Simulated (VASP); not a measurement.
Write the native input for VASP 6.6.1 that does the following.

- Task: single point
- Functional: PBE
- Potentials or basis: VASP PAW PBE potentials, release 64 (Sc_sv)
- Cutoff: 520 eV
- k mesh: 13 × 13 × 13
- Occupations: fermi-dirac, width 0.08 eV
- Spin: no spin polarisation
- Dipole correction: no
- Further INCAR settings: ALGO = Normal; EDIFF = 1e-06; NBANDS = 12

The structure of Sc lies in POSCAR:

```
Sc
1.0
    2.9704436732      0.0000000000      0.0000000000
    0.0000000000      2.9704436732      0.0000000000
    0.0000000000      0.0000000000      2.9704436732
Sc
1
Direct
    0.0000000000      0.0000000000      0.0000000000
```

This isn't the form of Sc at room conditions, which is hcp.

The input as run:

INCAR

```
PREC = Accurate
ENCUT = 520
EDIFF = 1E-6
ISMEAR = -1
SIGMA = 0.08
LREAL = F
LASPH = T
NELM = 60
ALGO = Normal
ISIF = 2
LWAVE = F
LCHARG = T
GGA = PE
LELF = T
LVHAR = T
NBANDS = 12
```

KPOINTS

```
regular mesh
0
Gamma
  13 13 13
```

Potentials or basis: VASP PAW PBE potentials, release 64 (Sc_sv).

Run with:

```bash
$ cat potpaw_PBE.64/Sc_sv/POTCAR > POTCAR
$ mpirun -np 1 vasp_std > vasp.out
```

Results of the run:

```
Pressure               : 0.0 GPa
Band gap on the k mesh : zero (an odd number of electrons rules out a gap without spin polarisation)
```

Wall time 29 s on 1 thread of Intel Xeon 8259CL, on a shared host, peak memory 0.15 GiB.
